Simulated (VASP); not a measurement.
# Cu: single point with r2SCAN

System: Cu, a slab with vacuum.

```xyz
3
Lattice="2.5562 0.0000 0.0000 1.2781 2.2137 0.0000 0.0000 0.0000 16.1742" Properties=species:S:1:pos:R:3 pbc="T T T"
Cu    0.0000    0.0000    6.0000
Cu    2.5562    1.4758    8.0871
Cu    1.2781    0.7379   10.1742
```

- Program: VASP 6.6.1
- Task: single point
- Functional: r2SCAN
- Potentials or basis: VASP PAW PBE potentials, release 64 (Cu)
- Cutoff: 520 eV
- k mesh: 9 × 9 × 1
- Occupations: fermi-dirac, width 0.02 eV
- Spin: no spin polarisation
- Dipole correction: yes
- Electric field (eV/Å): 0.1 eV/Å
- Further INCAR settings: ALGO = Normal; EDIFF = 1e-06; NBANDS = 24; EFIELD = 0.1

```yaml
Largest_force: 0.210 eV/Å
Band_gap_on_the_k_mesh: zero (an odd number of electrons rules out a gap without spin polarisation)
```

Forces on the atoms (eV/Å):
```
Cu   0.000  0.000  0.210
Cu   0.000  0.000 -0.003
Cu   0.000  0.000 -0.207
```

Levels at points of the mesh, in eV from the Fermi level:
```
           k point  band 12  band 13  band 14  band 15  band 16  band 17  band 18  band 19  band 20  band 21
(0.00, 0.00, 0.00)    -2.28    -2.28    -1.96    -1.96    -1.75    -1.75    -1.57    -0.08     4.41     5.52
```

It took 3.1 min on 1 thread of Intel(R) Xeon(R) Platinum 8259CL CPU @ 2.50GHz (Skylake/Cascade Lake), on a shared host, peak memory 0.21 GiB.

Caveat: the PAW data sets were made with another functional, which shifts forces and pressure a little.
